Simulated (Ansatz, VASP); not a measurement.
# Sr2Cr3As2O2 in VASP and in Ansatz

Contents of INCAR:

```
PREC = Accurate ; ENCUT = 600
EDIFF = 1E-6 ; ISMEAR = 0
SIGMA = 0.05 ; LREAL = False
LASPH = True ; NELM = 200
ALGO = Normal ; ISIF = 2
LWAVE = False ; LCHARG = False
ISPIN = 2 ; MAGMOM = 0 0 0 0 4 4 4 4 4 4 0 0 0 0 0 0 0 0
LORBIT = 11 ; LMAXMIX = 4
LDAU = True ; LDAUTYPE = 2
LDAUL = -1 2 -1 -1 ; LDAUU = 0 3.7 0 0
LDAUJ = 0 0 0 0 ; LDAUPRINT = 1
GGA = PE ; NBANDS = 97
GGA_COMPAT = False
```

The input KPOINTS:

```
regular mesh
0
Gamma
  4 4 1
```

Contents of POSCAR:

```
Sr2Cr3As2O2
1.0
    4.1981019772      0.0000000000      0.0000000000
    0.0000000000      4.1981019772      0.0000000000
    0.0000000000      0.0000000000     19.1687599612
Sr Cr As O
4 6 4 4
Direct
    0.0000000000      0.0000000000      0.5856010364
    0.0000000000      0.0000000000      0.4143989636
    0.5000000000      0.5000000000      1.0856010364
    0.5000000000      0.5000000000      0.9143989636
    0.0000000000      0.0000000000      0.0000000000
    0.5000000000      0.0000000000      0.2500000000
    0.0000000000      0.5000000000      0.2500000000
    0.5000000000      0.5000000000      0.5000000000
    1.0000000000      0.5000000000      0.7500000000
    0.5000000000      1.0000000000      0.7500000000
    0.0000000000      0.0000000000      0.1660631393
    0.0000000000      0.0000000000      0.8339368607
    0.5000000000      0.5000000000      0.6660631393
    0.5000000000      0.5000000000      1.3339368607
    0.0000000000      0.5000000000      0.0000000000
    0.5000000000      0.0000000000      0.0000000000
    0.5000000000      1.0000000000      0.5000000000
    1.0000000000      0.5000000000      0.5000000000
```

Input for Ansatz:

```yaml
crystal:
  lattice:
    - [4.1981019772, 0.0, 0.0]
    - [0.0, 4.1981019772, 0.0]
    - [0.0, 0.0, 19.1687599612]
  atoms:
    - { symbol: Sr, position: [0.0, 0.0, 0.5856010364] }
    - { symbol: Sr, position: [0.0, 0.0, 0.4143989636] }
    - { symbol: Cr, position: [0.0, 0.0, 0.0], spin: 4.0 }
    - { symbol: Cr, position: [0.5, 0.0, 0.25], spin: 4.0 }
    - { symbol: Cr, position: [0.0, 0.5, 0.25], spin: 4.0 }
    - { symbol: As, position: [0.0, 0.0, 0.1660631393] }
    - { symbol: As, position: [0.0, 0.0, 0.8339368607] }
    - { symbol: O, position: [0.0, 0.5, 0.0] }
    - { symbol: O, position: [0.5, 0.0, 0.0] }
    - { symbol: Sr, position: [0.5, 0.5, 1.0856010364] }
    - { symbol: Sr, position: [0.5, 0.5, 0.9143989636] }
    - { symbol: Cr, position: [0.5, 0.5, 0.5], spin: 4.0 }
    - { symbol: Cr, position: [1.0, 0.5, 0.75], spin: 4.0 }
    - { symbol: Cr, position: [0.5, 1.0, 0.75], spin: 4.0 }
    - { symbol: As, position: [0.5, 0.5, 0.6660631393] }
    - { symbol: As, position: [0.5, 0.5, 1.3339368607] }
    - { symbol: O, position: [0.5, 1.0, 0.5] }
    - { symbol: O, position: [1.0, 0.5, 0.5] }
basis:
  ecutwfc: 420
  ecutrho_ratio: 4
kpoints:
  mp_grid: { grid: [4, 4, 1] }
hamiltonian:
  xc: pbe
  hubbard: { sites: [{ species: Cr, l: d, u_eff: 3.7 }] }
scf:
  occupations: { method: gaussian, width: 0.05 }
  lower_state_search: "off"
output:
  forces: true
  stress: true
  eigenvalues: true
  populations: true
  hubbard: { sites: [{ species: Cr, l: d }] }
magnetization:
  spin_polarized: true
checkpoint:
  read: start.run
  write: ck
  compress: false
  write_wavefunctions: false
  write_every: 100000
```

Alike in both runs: task single point; functional PBE; k mesh 4 × 4 × 1; occupations gaussian, width 0.05 eV; collinear spin; Hubbard terms Cr d U = 3.7 eV.

|  | VASP | Ansatz |
| --- | --- | --- |
| version | VASP 6.6.1 | Ansatz 0.2.0 |
| potentials or method | VASP PAW PBE potentials, release 64 (Sr_sv, Cr_pv, As, O), cutoff 600 eV | scalar-relativistic, plane waves, PAW |
| valence electrons in the cell | 156 | 208 |

Ansatz gave:

* gap on the k mesh at the Fermi level (eV): none
* pressure (GPa): -0.1
* rms of the force components (eV/Å): 0.006
* net moment per atom (μB): 1.33
* size of the moment on the site where the two differ most (μB): 3.05

Which values does VASP return?

gap on the k mesh at the Fermi level (eV): none; pressure (GPa): -0.4; rms of the force components (eV/Å): 0.035; net moment per atom (μB): 1.33; size of the moment on the site where the two differ most (μB): 3.57.

Site moments also hang on the region over which each program counts them. The programs project onto different local orbitals, so the same U acts differently, and such runs can settle in different states. A gap of «none» marks a metal or a gap that the smearing closes. VASP's potentials hold 156 valence electrons a cell and Ansatz's 208, so a difference there can come from the potentials and not from the codes. Ansatz's warnings: filled band counts differ across k points, saved state not lowest.

The k mesh is coarse, so the values compare programs but aren't converged. Noted on VASP's run: too few bands were computed for a metal, which touches its energy and stress.
